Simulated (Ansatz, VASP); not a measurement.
One calculation of Sb, two programs

The input INCAR:

```
SYSTEM = Sb
PREC = Accurate ; ENCUT = 600
EDIFF = 1E-6 ; ISMEAR = 0
SIGMA = 0.1 ; LREAL = .FALSE.
LASPH = .TRUE. ; NELM = 60
ALGO = Normal ; ISIF = 3
LWAVE = .FALSE. ; LCHARG = .FALSE.
GGA = PE ; IBRION = 2
NSW = 100 ; EDIFFG = -0.005
```

Contents of KPOINTS:

```
regular mesh
0
G
  12 12 12
  0 0 0
```

The input POSCAR:

```
Sb
1.0
    2.1770673240      1.2569304056      3.8298803211
   -2.1770673240      1.2569304056      3.8298803211
    0.0000000000     -2.5138608111      3.8298803211
Sb
2
Direct
    0.2682562500      0.2682562500      0.2682562500
    0.7317437500      0.7317437500      0.7317437500
```

Input for Ansatz:

```yaml
crystal:
  lattice:
    - [2.177067324, 1.2569304056, 3.8298803211]
    - [-2.177067324, 1.2569304056, 3.8298803211]
    - [0.0, -2.5138608111, 3.8298803211]
  atoms:
    - { symbol: Sb, position: [0.26825625, 0.26825625, 0.26825625] }
    - { symbol: Sb, position: [0.73174375, 0.73174375, 0.73174375] }
basis:
  ecutwfc: 420
kpoints:
  mp_grid: { grid: [12, 12, 12] }
hamiltonian:
  xc: pbe
scf:
  occupations: { method: gaussian, width: 0.1 }
output:
  forces: true
  stress: true
  eigenvalues: true
relax:
  adjacent_minimum: "off"
  f_tol: 0.005
  max_steps: 80
  cell: { stress_tol: 0.05 }
```

Alike in both runs: task relaxation of cell and atoms; functional PBE; k mesh 12 × 12 × 12; occupations gaussian, width 0.1 eV; no spin polarisation.

```csv
,VASP,Ansatz
version,VASP 6.6.1,Ansatz 0.2.0
potentials or method,"VASP PAW PBE potentials, release 64 (Sb), cutoff 600 eV","scalar-relativistic, plane waves, PAW"
valence electrons in the cell,10,30
```

VASP gave:

| Quantity | Value |
| --- | --- |
| gap on the k mesh at the Fermi level, each at its own relaxed structure (eV) | none |
| relaxed volume (Å³/atom) | 31.77 |
| relaxed length of the cell vector where the two differ most in proportion (Å) | 4.588 |

Task: Which values does Ansatz return?

Result: gap on the k mesh at the Fermi level, each at its own relaxed structure (eV): none; relaxed volume (Å³/atom): 31.83; relaxed length of the cell vector where the two differ most in proportion (Å): 4.598.

A gap of «none» marks a metal or a gap that the smearing closes. VASP's potentials hold 10 valence electrons a cell and Ansatz's 30, so a difference there can come from the potentials and not from the codes.

Spin-orbit coupling is off throughout.
